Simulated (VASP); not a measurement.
Input of a VASP 6.6.1 run:

Contents of INCAR:

```
SYSTEM = Cd2Pd3I
PREC     = Accurate       ! precision mode
ENCUT    = 520            ! plane-wave cutoff, eV
EDIFF    = 1E-7           ! SCF threshold, eV
ISMEAR   = 0              ! smearing method
SIGMA    = 0.1            ! smearing width, eV
LREAL    = .FALSE.        ! projectors in reciprocal space
LASPH    = .TRUE.         ! aspherical terms in the spheres
NELM     = 100            ! most SCF steps
ALGO     = Normal         ! electronic algorithm
ISIF     = 2              ! what is computed and relaxed
LWAVE    = .FALSE.        ! write WAVECAR
LCHARG   = .TRUE.         ! write CHGCAR
GGA      = PE             ! functional
LELF     = .TRUE.         ! ELF
LVHAR    = .TRUE.       
NBANDS   = 73             ! bands
```

KPOINTS

```
regular mesh
0
G
  3 3 2
  0 0 0
```

File POSCAR:

```
Cd2Pd3I
1.0
    4.0950620000      4.8168250000     -0.1238320000
    3.9546950000     -4.6928650000      0.0635940000
    1.3034230000      0.1679570000     -7.3506750000
Cd Pd I
4 6 2
Direct
    0.1852380662      0.8392053146      1.0112999177
    0.8684581143      0.1825537577      0.5060603847
    0.6313024004      0.3303325932      0.8562315341
    0.3063620542      0.6190540256      0.3933838315
    0.1116140510      0.0389695776      0.7174253848
    0.0210937791      0.1312120702      0.1845739630
    0.0203509414      0.4969388051      0.9551659172
    0.4903417447      0.0194726169      0.4636245437
    0.4994565292      0.3609263215      0.2062837831
    0.3875001054      0.4927382177      0.7299293305
    0.6532404152      0.8797611293      0.9302943556
    0.8534631881      0.6562777133      0.4626296594
```

Potentials or basis: VASP PAW PBE potentials, release 64 (Cd, Pd, I).

Launch:

```bash
$ cat potpaw_PBE.64/Cd/POTCAR potpaw_PBE.64/Pd/POTCAR potpaw_PBE.64/I/POTCAR > POTCAR
$ mpirun -np 1 vasp_std > vasp.out
```

**Question.** Predict the band gap on the k mesh.

**Answer.** Zero (band 61 reaches 4.70 eV, above the bottom of band 62 at 4.55 eV).

**Question.** What does it give for the pressure?

**Answer.** 5.8 GPa.

Forces in eV/Å, atoms in the order of the input:
```
Cd   3.537 -0.551 -1.252
Cd   0.811 -0.232 -0.508
Cd   1.217  4.214 -1.965
Cd  -0.044 -0.294 -0.153
Pd   0.693  0.176  0.234
Pd   0.541 -0.296  0.815
Pd  -4.193  1.901  0.631
Pd  -0.919 -1.225 -0.101
Pd  -0.520  0.781  0.059
Pd  -1.248 -4.696  2.286
I    0.128  1.258 -0.276
I   -0.003 -1.036  0.231
```

Caveat: the k points lie up to 0.43 Å⁻¹ apart; spin-orbit coupling is left out, which moves the levels of the heavy elements; forces of over 1 eV/Å act on the atoms, so gaps and moduli don't describe the material at rest.
